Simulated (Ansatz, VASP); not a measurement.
**One calculation of BN, two programs**

```xyz
2
Lattice="0.0000 3.5904 2.2464 1.2543 0.0000 2.2464 1.2543 3.5904 0.0000" Properties=species:S:1:pos:R:3 pbc="T T T"
B     1.2543    3.5904   -0.0620
N     1.2543    3.5904    3.0574
```

Alike in both runs: task single point; functional PBE; k mesh 12 × 12 × 12; occupations gaussian, width 0.02 eV; no spin polarisation.

```csv
,VASP,Ansatz
version,VASP 6.6.1,Ansatz 0.2.0
potentials or method,"VASP PAW PBE potentials, release 64 (B, N), cutoff 520 eV","scalar-relativistic, plane waves, PAW"
valence electrons in the cell,8,8
```

Ansatz gave:

| Property | Result |
| --- | --- |
| gap on the k mesh at the Fermi level (eV) | 2.98 |
| least direct gap on the mesh (eV) | 4.05 |
| pressure (GPa) | -5.8 |
| traceless stress, the component that is largest in VASP (GPa) | 7.18 |
| rms of the force components (eV/Å) | 2.689 |

What did VASP give for the same quantities?

gap on the k mesh at the Fermi level (eV): 2.98; least direct gap on the mesh (eV): 4.04; pressure (GPa): -5.8; traceless stress, the component that is largest in VASP (GPa): 7.06; rms of the force components (eV/Å): 2.684.

Atom by atom the forces differ by 0.005 eV/Å (rms over components).
